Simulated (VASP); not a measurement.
Set up this calculation in VASP 6.6.1, as the native input.

```
Task                   : electric field gradients
Functional             : PBEsol
Potentials or basis    : VASP PAW PBE potentials, release 64 (Li_sv)
Cutoff                 : 520 eV
k mesh                 : 13 × 13 × 13
Occupations            : fermi-dirac, width 0.08 eV
Spin                   : no spin polarisation
Dipole correction      : no
Further INCAR settings : ALGO = Normal; EDIFF = 1e-08; NBANDS = 8
```

The structure of Li lies in POSCAR:

```
Li
1.0
    0.0000000000      2.2020000000      2.2020000000
    2.2020000000      0.0000000000      2.2020000000
    2.2020000000      2.2020000000      0.0000000000
Li
1
Direct
    0.0000000000      0.0000000000      0.0000000000
```

One way to write it, as run:

INCAR

```
PREC = Accurate
ENCUT = 520
EDIFF = 1E-8
ISMEAR = -1
SIGMA = 0.08
LREAL = False
LASPH = True
NELM = 60
ALGO = Normal
ISIF = 2
LWAVE = False
LCHARG = False
GGA = PS
LEFG = True
NBANDS = 8
```

KPOINTS

```
regular mesh
0
Gamma
  13 13 13
```

Potentials or basis: VASP PAW PBE potentials, release 64 (Li_sv).

Run with:

```sh
$ cat potpaw_PBE.64/Li_sv/POTCAR > POTCAR
$ mpirun -np 1 vasp_std > vasp.out
```

Run time: 15 s on 1 thread of Intel Xeon 8259CL, on a shared host, peak memory 0.13 GiB.
